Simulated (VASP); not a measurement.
# KF (I-4m2) in VASP: notebook

The runs below take KF through single point, with r2SCAN.

All numbers are computed with VASP 6.6.1; they aren't measurements. Logs are shortened: lines on timing, memory, paths and dates and some standing lists are left out, and cuts for length are marked.

### Step 1. The cell of the first run

The structure is tetragonal, space group I-4m2 (No. 119). Conventional cell: a = 4.322 Å, b = 4.322 Å, c = 5.334 Å, α = 90.00°, β = 90.00°, γ = 90.00°. Within 3.4 Å of K (site symmetry -4m2) lie 4 F at 2.54 Å. F (site symmetry -4m2) has 4 K at 2.54 Å within 3.4 Å.

### Step 2. Single point, r2SCAN (epitaxial xy strain +4.1%)

Contents of POSCAR:

```
KF
1.0
    0.0000000000      3.0560464286      2.6671539891
    3.0560464286      0.0000000000      2.6671539891
    3.0560464286      3.0560464286      0.0000000000
K F
1 1
Direct
    0.0000000000      0.0000000000      0.0000000000
    0.2500000000      0.2500000000      0.2500000000
```

Contents of INCAR.step1:

```
PREC = Accurate ; ENCUT = 520
ISMEAR = 0 ; SIGMA = 0.01
LREAL = False ; LASPH = True
NELM = 60 ; NBANDS = 15
GGA = PE ; ALGO = Normal
EDIFF = 1E-4 ; LWAVE = True
LCHARG = False
```

Contents of INCAR.step2:

```
PREC = Accurate ; ENCUT = 520
EDIFF = 1E-6 ; ISMEAR = 0
SIGMA = 0.01 ; LREAL = False
LASPH = True ; NELM = 60
ALGO = Normal ; ISIF = 2
LWAVE = False ; LCHARG = False
METAGGA = R2SCAN ; LMIXTAU = True
NBANDS = 15 ; ISTART = 1
```

Contents of KPOINTS:

```
regular mesh
0
Gamma
  8 8 8
```

Potentials or basis: VASP PAW PBE potentials, release 64 (K_sv, F).

Started as:

```
$ cat potpaw_PBE.64/K_sv/POTCAR potpaw_PBE.64/F/POTCAR > POTCAR
$ cp INCAR.step1 INCAR
$ mpirun -np 1 vasp_std > vasp.out
$ cp INCAR.step2 INCAR
$ mpirun -np 1 vasp_std > vasp.out
```

OUTCAR:

```text
PREC = Accurate
   ENCUT = 520
   EDIFF = 1E-6
   ISMEAR = 0
   LREAL = False
   LASPH = True
   NELM = 60
   ISIF = 2
   METAGGA = R2SCAN
   ISTART = 1

 ion  position               nearest neighbor table
   1  0.000  0.000  0.000-   2 2.54   2 2.54   2 2.54   2 2.54
   2  0.250  0.250  0.250-   1 2.54   1 2.54   1 2.54   1 2.54

  LATTYP: Found a body centered tetragonal cell.
 ALAT       =     4.3219023066
 C/A-ratio  =     1.2342500130

  Lattice vectors:

 A1 = (   0.0000000000,  -3.0560464286,  -2.6671539891)
 A2 = (   0.0000000000,   3.0560464286,  -2.6671539891)
 A3 = (   3.0560464286,   0.0000000000,   2.6671539891)

Analysis of symmetry for initial positions (statically):
=====================================================================
 Subroutine PRICEL returns:
 Original cell was already a primitive cell.

 Routine SETGRP: Setting up the symmetry group for a
 body centered tetragonal supercell.

 Subroutine GETGRP returns: Found  8 space group operations
 (whereof  8 operations were pure point group operations)
 out of a pool of 16 trial point group operations.

The static configuration has the point symmetry D_2d.

Analysis of symmetry for dynamics (positions and initial velocities):
=====================================================================
 Subroutine PRICEL returns:
 Original cell was already a primitive cell.

 Routine SETGRP: Setting up the symmetry group for a
 body centered tetragonal supercell.

 Subroutine GETGRP returns: Found  8 space group operations
 (whereof  8 operations were pure point group operations)
 out of a pool of 16 trial point group operations.

The dynamic configuration has the point symmetry D_2d.

 Subroutine INISYM returns: Found  8 space group operations
 (whereof  8 operations are pure point group operations),
 and found     1 'primitive' translations

----------------------------------------------------------------------------------------

                                     Primitive cell

  volume of cell :      49.8193

  direct lattice vectors                    reciprocal lattice vectors
     0.000000000  3.056046429  2.667153989    -0.163610080  0.163610080  0.187465741
     3.056046429  0.000000000  2.667153989     0.163610080 -0.163610080  0.187465741
     3.056046429  3.056046429  0.000000000     0.163610080  0.163610080 -0.187465741

  length of vectors
     4.056245823  4.056245823  4.321902307     0.297791740  0.297791740  0.297791740

  position of ions in fractional coordinates (direct lattice)
     0.000000000  0.000000000  0.000000000
     0.250000000  0.250000000  0.250000000

  ion indices of the primitive-cell ions
   primitive index   ion index
                 1           1
                 2           2

----------------------------------------------------------------------------------------

 KPOINTS: regular mesh

Automatic generation of k-mesh.
 Grid dimensions read from file:
 generate k-points for:    8    8    8

 Generating k-lattice:

  Cartesian coordinates                     Fractional coordinates (reciprocal lattice)
    -0.020451260  0.020451260  0.023433218     0.125000000  0.000000000  0.000000000
     0.020451260 -0.020451260  0.023433218     0.000000000  0.125000000  0.000000000
     0.020451260  0.020451260 -0.023433218     0.000000000  0.000000000  0.125000000

  Length of vectors
     0.037223968  0.037223968  0.037223968

  Shift w.r.t. Gamma in fractional coordinates (k-lattice)
     0.000000000  0.000000000  0.000000000

 Subroutine IBZKPT returns following result:
 ===========================================

 Found     59 irreducible k-points:

 Following reciprocal coordinates:
            Coordinates               Weight
  0.000000  0.000000  0.000000      1.000000
  0.125000  0.000000  0.000000      8.000000
  0.250000  0.000000  0.000000      8.000000
  0.375000 -0.000000  0.000000      8.000000
  0.500000  0.000000  0.000000      4.000000
  0.125000  0.125000  0.000000      2.000000
[... 16 lines left out ...]
  0.250000  0.000000  0.125000     16.000000
  0.375000  0.000000  0.125000     16.000000
 [... further k-points ...]
   k-points           NKPTS =     59   k-points in BZ     NKDIM =     59   number of bands    NBANDS=     15
   number of dos      NEDOS =    301   number of ions     NIONS =      2
   total plane-waves  NPLWV =  28800
   dimension x,y,z NGX =    30 NGY =   30 NGZ =   32
   dimension x,y,z NGXF=    60 NGYF=   60 NGZF=   64
   ions per type =               1   1
   NGX,Y,Z   is equivalent  to a cutoff of  12.30, 12.30, 12.31 a.u.
   NGXF,Y,Z  is equivalent  to a cutoff of  24.59, 24.59, 24.62 a.u.
 SYSTEM =  unknown system
   PREC   = accura    normal or accurate (medium, high low for compatibility)
   ISTART =      1    job   : 0-new  1-cont  2-samecut
   ICHARG =      0    charge: 1-file 2-atom 10-const
   ISPIN  =      1    spin polarized calculation?
   LNONCOLLINEAR =      F non collinear calculations
   LSORBIT =      F    spin-orbit coupling
   LASPH  =      T    aspherical Exc in radial PAW
   ENCUT  =  520.0 eV  38.22 Ry    6.18 a.u.   7.54  7.54  8.04*2*pi/ulx,y,z
   NELM   =     60;   NELMIN=  2; NELMDL=  0     # of ELM steps
   EDIFF  = 0.1E-05   stopping-criterion for ELM
   LREAL  =      F    real-space projection
   EDIFFG = 0.1E-04   stopping-criterion for IOM
   NSW    =      0    number of steps for IOM
   IBRION =     -1    ionic relax: 0-MD 1-quasi-New 2-CG
   NFREE  =      0    steps in history (QN), initial steepest desc. (CG)
   ISIF   =      2    stress and relaxation
   ISYM   =      2    0-nonsym 1-usesym 2-fastsym
   POTIM  = 0.5000    time-step for ionic-motion
   TEBEG  =    0.0;   TEEND  =   0.0 temperature during run
   PSTRESS=    0.0 pullay stress
   NELECT =      16.0000    total number of electrons
   NUPDOWN=      -1.0000    fix difference up-down
   EMIN   =  10.00;   EMAX   =-10.00  energy-range for DOS
   EFERMI =   0.00;   METHOD = LEGACY
   ISMEAR =     0;   SIGMA  =   0.01  broadening in eV -4-tet -1-fermi 0-gaus
   EFERMI_NEDOS =   21; number of points for ismear=-14 and -15
   IALGO  =     38    algorithm
   IMIX   =      4    mixing-type and parameters
     AMIX     =   0.40;   BMIX     =  1.00
     AMIX_MAG =   1.60;   BMIX_MAG =  1.00
  volume/ion in A,a.u.               =      24.91       168.10
  Fermi-wavevector in a.u.,A,eV,Ry     =   1.121112  2.118594 17.101042  1.256891
  Thomas-Fermi vector in A             =   2.257763
   LORBIT       =      0    0 simple, 1 ext, 2 COOP (PROOUT), +10 PAW based schemes
   METAGGA = R2SCAN    functional components
   LHFCALC =     F    Hartree Fock is set to
   AEXX    =    0.0000 exact exchange contribution
   IVDW    =     0    specifies the selected vdW correction
   LEPSILON=     F    determine dielectric tensor
   LRPA    =     F    only Hartree local field effects (RPA)
 non-spin polarized calculation
 Gauss-broadening in eV      SIGMA  =   0.01
  energy-cutoff  :      520.00
  volume of cell :       49.82
 maximum number of plane-waves:      1372
   NGX = 15   NGY = 15   NGZ = 17

 number of electron      15.9999992 magnetization

 Free energy of the ion-electron system (eV)
  ---------------------------------------------------
  ext. energy  EPLUGINS =         0.00000000
  ---------------------------------------------------
  free energy    TOTEN  =       -14.70631704 eV

  energy without entropy =      -14.70631704  energy(sigma->0) =      -14.70631704

 E-fermi :  -3.9658     XC(G=0):  -7.4178

 val. band max:       -4.0836672599   @ k =   0.5000   0.0000   0.5000
 cond. band min:       1.6795333847   @ k =   0.0000   0.0000   0.0000
 fundamental gap:      5.7632006446
 Fermi energy:        -3.9658310871

 k-point     1 :       0.0000    0.0000    0.0000
  band No.  band energies     occupation
      1     -31.3080      2.00000
      2     -23.7697      2.00000
      3     -13.9556      2.00000
      4     -13.9281      2.00000
      5     -13.9280      2.00000
      6      -4.2899      2.00000
      7      -4.2891      2.00000
      8      -4.2890      2.00000
      9       1.6795      0.00000
     10       7.9971      0.00000
     11       8.4020      0.00000
     12       8.4022      0.00000
     13       8.9248      0.00000
     14       9.3983      0.00000
     15      13.4479      0.00000

 k-point     2 :       0.1250    0.0000    0.0000
  band No.  band energies     occupation
      1     -31.3015      2.00000
      2     -23.7815      2.00000
      3     -13.9709      2.00000
      4     -13.9388      2.00000
      5     -13.9332      2.00000
      6      -4.3306      2.00000
      7      -4.2792      2.00000
      8      -4.2627      2.00000
      9       1.9972      0.00000
     10       7.7589      0.00000
     11       8.0866      0.00000
     12       8.7071      0.00000
     13       8.8465      0.00000
     14       9.4059      0.00000
     15      12.6821      0.00000

 k-point     3 :       0.2500    0.0000    0.0000
  band No.  band energies     occupation
      1     -31.2859      2.00000
      2     -23.8094      2.00000
      3     -14.0141      2.00000
      4     -13.9645      2.00000
      5     -13.9411      2.00000
      6      -4.3724      2.00000
      7      -4.2565      2.00000
      8      -4.2275      2.00000
      9       2.8164      0.00000
     10       7.4554      0.00000
     11       7.4807      0.00000
     12       8.4357      0.00000
     13       9.2306      0.00000
     14       9.5432      0.00000
     15      11.5056      0.00000
[... 343 lines left out ...]
 k-point    23 :       0.2500    0.0000    0.1250
  band No.  band energies     occupation
      1     -31.2878      2.00000
      2     -23.8091      2.00000
      3     -14.0101      2.00000
      4     -13.9578      2.00000
      5     -13.9302      2.00000
      6      -4.3857      2.00000
      7      -4.2741      2.00000
      8      -4.1913      2.00000
      9       2.6652      0.00000
     10       6.7284      0.00000
     11       8.1108      0.00000
     12       8.7486      0.00000
     13       9.0546      0.00000
     14       9.6293      0.00000
     15      12.2829      0.00000

 k-point    24 :       0.3750    0.0000    0.1250
  band No.  band energies     occupation
      1     -31.2721      2.00000
      2     -23.8370      2.00000
      3     -14.0631      2.00000
      4     -13.9812      2.00000
      5     -13.9318      2.00000
      6      -4.3854      2.00000
      7      -4.2506      2.00000
      8      -4.1728      2.00000
      9       3.5790      0.00000
     10       6.3104      0.00000
     11       7.6306      0.00000
     12       8.4372      0.00000
     13       9.6076      0.00000
     14       9.7926      0.00000
     15      11.3263      0.00000

 [... further k-points ...]

------------------------ aborting loop because EDIFF is reached ----------------------------------------

  FORCE on cell =-STRESS in cart. coord.  units (eV):
  Direction    XX          YY          ZZ          XY          YZ          ZX
  --------------------------------------------------------------------------------------
  -------------------------------------------------------------------------------------
  Total        0.0491079      0.0491079     -0.0092893      0.0000000      0.0000000      0.0000000
  in kB        1.5792967      1.5792967     -0.2987428      0.0000000      0.0000000      0.0000000
  external PRESSURE =       0.9532835 kB  Pullay stress =       0.0000000 kB

 VOLUME and BASIS-vectors are now :
 -----------------------------------------------------------------------------
  energy-cutoff  :      520.00
  volume of cell :       49.82
      direct lattice vectors                 reciprocal lattice vectors
     0.000000000  3.056046429  2.667153989    -0.163610080  0.163610080  0.187465741
     3.056046429  0.000000000  2.667153989     0.163610080 -0.163610080  0.187465741
     3.056046429  3.056046429  0.000000000     0.163610080  0.163610080 -0.187465741

 POSITION                                       TOTAL-FORCE (eV/Angst)
 -----------------------------------------------------------------------------------
      0.00000      0.00000      0.00000         0.000000      0.000000      0.000000
      1.52802      1.52802      1.33358        -0.000000     -0.000000     -0.000000
 -----------------------------------------------------------------------------------
    total drift:                                0.000001      0.000001      0.000001

  FREE ENERGIE OF THE ION-ELECTRON SYSTEM (eV)
  ---------------------------------------------------
  free  energy   TOTEN  =       -14.7063170358 eV

  energy  without entropy=      -14.7063170358  energy(sigma->0) =      -14.70631704
```

Wall time 4.1 min (1 thread of AMD EPYC 7R13, shared host); peak memory 0.17 GiB.

What came out:

* Free energy: -14.7063 eV
* Pressure: 0.1 GPa
* Band gap on the k mesh: 5.76 eV (least direct gap 5.97 eV)

Levels at points of the mesh, in eV from the valence-band top:
| k point | band 5 | band 6 | band 7 | band 8 | band 9 | band 10 | band 11 | band 12 |
| --- | --- | --- | --- | --- | --- | --- | --- | --- |
| (0.00, 0.00, 0.00) | -9.84 | -0.21 | -0.21 | -0.21 | 5.76 | 12.08 | 12.49 | 12.49 |
| (0.50, 0.00, 0.00) | -9.87 | -0.28 | -0.14 | -0.11 | 8.64 | 9.91 | 11.34 | 12.12 |
| (0.50, 0.50, 0.00) | -9.94 | -0.43 | -0.03 | -0.03 | 9.10 | 9.13 | 13.64 | 13.64 |
| (0.50, 0.00, 0.50) | -9.86 | -0.46 | -0.02 | 0.00 | 8.78 | 8.80 | 13.00 | 13.66 |

Caveat: the cell differs from its parent crystal (epitaxial xy strain +4.1%); the structure was generated, so it needn't be the stable form of KF; the PAW data sets were made with another functional, which shifts forces and pressure a little.

(Continued in part 2 of 2.)
